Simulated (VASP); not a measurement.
Input of a VASP 6.6.1 run:

INCAR

```
SYSTEM = Cu
PREC = Accurate
ENCUT = 520
EDIFF = 1E-6
ISMEAR = -1
SIGMA = 0.1
LREAL = .FALSE.
LASPH = .TRUE.
NELM = 60
ALGO = Normal
ISIF = 2
LWAVE = .FALSE.
LCHARG = .FALSE.
GGA = RP
NBANDS = 30
```

The input KPOINTS:

```
regular mesh
0
G
  16 16 5
  0 0 0
```

The input POSCAR:

```
Cu
1.0
    2.6660728551      0.0000000000      0.0000000000
   -1.3330364276      2.3088868209      0.0000000000
    0.0000000000      0.0000000000      8.7045301054
Cu
4
Direct
    1.0000000000      1.0000000000      0.0000000000
    1.0000000000      0.0000000000      0.5000000000
    0.3333333333      0.6666666667      0.2500000000
    0.6666666667      0.3333333333      0.7500000000
```

Potentials or basis: VASP PAW PBE potentials, release 64 (Cu).

Launch:

```console
$ cat potpaw_PBE.64/Cu/POTCAR > POTCAR
$ mpirun -np 1 vasp_std > vasp.out
```

Problem. What does it give for the pressure?

Solution. -7.2 GPa.

Problem. Predict the band gap on the k mesh.

Solution. Zero (band 22 reaches 9.54 eV, above the bottom of band 23 at 4.66 eV).

Caveat: the PAW data sets were made with another functional, which shifts forces and pressure a little.
